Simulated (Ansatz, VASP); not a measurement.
VH2 in VASP and in Ansatz

POSCAR

```
VH2
1.0
    0.0000000000      2.0726038706      2.0726038706
    2.0726038706      0.0000000000      2.0726038706
    2.0726038706      2.0726038706      0.0000000000
V H
1 2
Direct
    0.0000000000      0.0000000000      0.0000000000
    0.2500000000      0.2500000000      0.2500000000
    0.7500000000      0.7500000000      0.7500000000
```

INCAR.step1

```
SYSTEM = VH2
PREC = Accurate
ENCUT = 520
ISMEAR = 0
SIGMA = 0.1
LREAL = .False.
LASPH = .True.
NELM = 80
NBANDS = 14
GGA = PE
ALGO = Normal
EDIFF = 1E-4
LWAVE = .True.
LCHARG = .False.
```

File INCAR.step2:

```
SYSTEM = VH2
PREC = Accurate
ENCUT = 520
EDIFF = 1E-6
ISMEAR = 0
SIGMA = 0.1
LREAL = .False.
LASPH = .True.
NELM = 80
ALGO = Normal
ISIF = 2
LWAVE = .False.
LCHARG = .True.
METAGGA = R2SCAN
LMIXTAU = .True.
LELF = .True.
LVHAR = .True.
NBANDS = 14
ISTART = 1
```

Contents of KPOINTS:

```
Automatic mesh
0
Gamma
  16 16 16
  0 0 0
```

Input for Ansatz:

```yaml
crystal:
  lattice:
    - [0.0, 2.0726038706, 2.0726038706]
    - [2.0726038706, 0.0, 2.0726038706]
    - [2.0726038706, 2.0726038706, 0.0]
  atoms:
    - { symbol: V, position: [0.0, 0.0, 0.0] }
    - { symbol: H, position: [0.25, 0.25, 0.25] }
    - { symbol: H, position: [0.75, 0.75, 0.75] }
basis:
  ecutwfc: 500
kpoints:
  mp_grid: { grid: [16, 16, 16] }
hamiltonian:
  xc: r2scan
scf:
  occupations: { method: gaussian, width: 0.1 }
output:
  forces: true
  stress: true
  eigenvalues: true
```

Alike in both runs: task single point; functional r2SCAN; k mesh 16 × 16 × 16; occupations gaussian, width 0.1 eV; no spin polarisation.

```csv
,VASP,Ansatz
version,VASP 6.6.1,Ansatz 0.2.0
potentials or method,"VASP PAW PBE potentials, release 64 (V_sv, H), cutoff 520 eV","scalar-relativistic, plane waves, PAW"
valence electrons in the cell,15,15
```

|  | VASP | Ansatz | Ansatz less VASP |
| --- | --- | --- | --- |
| gap on the k mesh at the Fermi level (eV) | none | none | - |
| pressure (GPa) | 6.5 | 6.0 | -0.50 |

VASP's potentials were made for PBE, not for r2SCAN. A gap of «none» marks a metal or a gap that the smearing closes. With one functional, cell and mesh, what is left measures potentials, basis and numerics.
